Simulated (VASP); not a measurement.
A run of VASP 6.6.1 is set up as follows.

POSCAR

```
Pt
1.0
    0.0000000000      1.9697716340      1.9697716340
    1.9697716340      0.0000000000      1.9697716340
    1.9697716340      1.9697716340      0.0000000000
Pt
1
Direct
    0.0000000000      0.0000000000      0.0000000000
```

File INCAR.step1:

```
ALGO = Normal
EDIFF = 1E-5
ENCUT = 550
GGA = PE
GGA_COMPAT = F
ISMEAR = 1
LASPH = T
LCHARG = F
LREAL = F
LWAVE = T
NBANDS = 11
NELM = 120
PREC = Accurate
SIGMA = 0.1
```

The input INCAR.step2:

```
ALGO = Normal
EDIFF = 1E-6
ENCUT = 550
GGA_COMPAT = F
ISIF = 2
ISMEAR = 1
ISTART = 1
LASPH = T
LCHARG = F
LMIXTAU = T
LREAL = F
LWAVE = F
METAGGA = R2SCAN
NBANDS = 11
NELM = 120
PREC = Accurate
SIGMA = 0.1
```

File KPOINTS:

```
k-points
0
Gamma
  35 35 35
```

Potentials or basis: VASP PAW PBE potentials, release 64 (Pt).

Command:

```bash
$ cat potpaw_PBE.64/Pt/POTCAR > POTCAR
$ cp INCAR.step1 INCAR
$ mpirun -np 1 vasp_std > vasp.out
$ cp INCAR.step2 INCAR
$ mpirun -np 1 vasp_std > vasp.out
```

**Question.** What does it give for the pressure?

**Answer.** 0.8 GPa.

**Question.** Estimate the band gap on the k mesh.

**Answer.** Zero (bands 5 and 6 overlap by 2.32 eV).

Caveat: the PAW data sets were made with another functional, which shifts forces and pressure a little; spin-orbit coupling is left out, which moves the levels of the heavy elements.
